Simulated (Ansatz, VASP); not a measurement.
# Si in VASP and in Ansatz

```
Si
1.0
     3.84276    0.00000    0.00000
     0.00000    3.84276    0.00000
     0.00000    0.00000    3.84276
Si
4
Direct
  0.87500 0.12500 0.62500
  0.37500 0.37500 0.37500
  0.12500 0.62500 0.87500
  0.62500 0.87500 0.12500
```

Alike in both runs: task relaxation of cell and atoms; functional PBE; k mesh 4 × 4 × 4; occupations gaussian, width 0.1 eV; no spin polarisation.

|  | VASP | Ansatz |
| --- | --- | --- |
| version | VASP 6.6.1 | Ansatz 0.2.0 |
| potentials or method | VASP PAW PBE potentials, release 64 (Si), cutoff 600 eV | scalar-relativistic, plane waves, PAW |
| valence electrons in the cell | 16 | 16 |

VASP gave:

- gap on the k mesh at the Fermi level, each at its own relaxed structure (eV): none
- relaxed volume (Å³/atom): 17.66
- relaxed cell length with the largest relative difference (Å): 4.134

**Question.** What did Ansatz give for the same quantities?

**Answer.** gap on the k mesh at the Fermi level, each at its own relaxed structure (eV): none; relaxed volume (Å³/atom): 17.69; relaxed cell length with the largest relative difference (Å): 4.136.

A gap of «none» marks a metal or a gap that the smearing closes.

The k mesh is coarse, so the values compare programs but aren't converged. Noted on VASP's run: the volume moved by over 15 % at a fixed basis, so the end points are rough.
